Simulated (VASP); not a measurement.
A run of VASP 6.6.1 is set up as follows.

File INCAR:

```
SYSTEM = LiTmH4
ALGO = Normal ; EDIFF = 1E-6
ENCUT = 750 ; GGA = PE
GGA_COMPAT = .False. ; ISIF = 2
ISMEAR = 0 ; LASPH = .True.
LCHARG = .False. ; LMAXMIX = 6
LREAL = .False. ; LWAVE = .False.
NBANDS = 17 ; NELM = 200
PREC = Accurate ; SIGMA = 0.15
```

File KPOINTS:

```
k-points
0
Gamma
  3 3 3
  0 0 0
```

File POSCAR:

```
LiTmH4
1.0
    0.0000000000      2.8555970868      4.9850606632
    2.8409394502      0.0000000000      4.9850606632
    2.8409394502      2.8555970868      0.0000000000
Li Tm H
1 1 4
Direct
    0.0000000000      0.0000000000      0.0000000000
    0.7500000000      0.7500000000      0.7500000000
    0.5390936600      0.5390936600      0.9609063400
    0.9609063400      0.9609063400      0.5390936600
    0.1991304218      0.1991304218      0.8008695782
    0.8008695782      0.8008695782      0.1991304218
```

Potentials or basis: VASP PAW PBE potentials, release 64 (Li_sv, Tm_3, H), 4f in core.

Launch:

```sh
$ cat potpaw_PBE.64/Li_sv/POTCAR potpaw_PBE.64/Tm_3/POTCAR potpaw_PBE.64/H/POTCAR > POTCAR
$ mpirun -np 1 vasp_std > vasp.out
```

Question: What does it give for the largest force?

Answer: 0.043 eV/Å.

Question: What does it give for the pressure?

Answer: 0.5 GPa.

Stress tensor (GPa, compression positive):
```
0.47 0.00 0.00
0.00 0.41 0.00
0.00 0.00 0.52
```

Caveat: the k points lie up to 0.56 Å⁻¹ apart; spin-orbit coupling is left out, which moves the levels of the heavy elements; an odd mesh through Γ misses points on the zone boundary, where band edges can lie; the 4f electrons are frozen in the core, so they carry no moment and show no levels. Spin polarisation is off, so any magnetic state and its effect on volume and gap are missing.
